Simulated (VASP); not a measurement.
Wanted: the native input for a VASP 6.6.1 run.

* Task: single point
* Functional: PBE
* Potentials or basis: VASP PAW PBE potentials, release 64 (Cd, Sn_d, O)
* Cutoff: 600 eV
* k mesh: 5 × 5 × 2
* Occupations: gaussian, width 0.15 eV
* Spin: no spin polarisation
* Dipole correction: no
* Further INCAR settings: ALGO = Normal; EDIFF = 1e-06; NBANDS = 27

The structure of CdSnO2 lies in POSCAR:

```
CdSnO2
1.0
    3.7137197111     -0.0000000032      0.0000000000
   -1.8568598528      3.2161756140      0.0000000000
    0.0000000000      0.0000000000      7.9297156232
Cd Sn O
1 1 2
Direct
    0.0000000000      0.0000000000      0.0000000000
    0.0000000000      0.0000000000      0.5000000000
    0.0000000000      0.0000000000      0.2472928146
    0.0000000000      0.0000000000      0.7527071854
```

These files were run (other wordings do the same):

INCAR

```
SYSTEM = CdSnO2
PREC = Accurate
ENCUT = 600
EDIFF = 1E-6
ISMEAR = 0
SIGMA = 0.15
LREAL = .False.
LASPH = .True.
NELM = 120
ALGO = Normal
ISIF = 2
LWAVE = .False.
LCHARG = .False.
GGA = PE
NBANDS = 27
GGA_COMPAT = .False.
```

KPOINTS

```
regular mesh
0
Gamma
  5 5 2
  0 0 0
```

Potentials or basis: VASP PAW PBE potentials, release 64 (Cd, Sn_d, O).

The run is started by

```console
$ cat potpaw_PBE.64/Cd/POTCAR potpaw_PBE.64/Sn_d/POTCAR potpaw_PBE.64/O/POTCAR > POTCAR
$ mpirun -np 1 vasp_std > vasp.out
```

Results of the run:

The pressure is 0.9 GPa and the largest force is 0.264 eV/Å. The band gap on the k mesh is zero (band 19 reaches 1.68 eV, above the bottom of band 20 at 1.33 eV).

Caveat: the k points lie up to 0.40 Å⁻¹ apart; spin-orbit coupling is left out, which moves the levels of the heavy elements.

It took 26 s on 1 thread of Intel(R) Xeon(R) Platinum 8559C (Emerald Rapids) (shared host), peak memory 0.24 GiB.
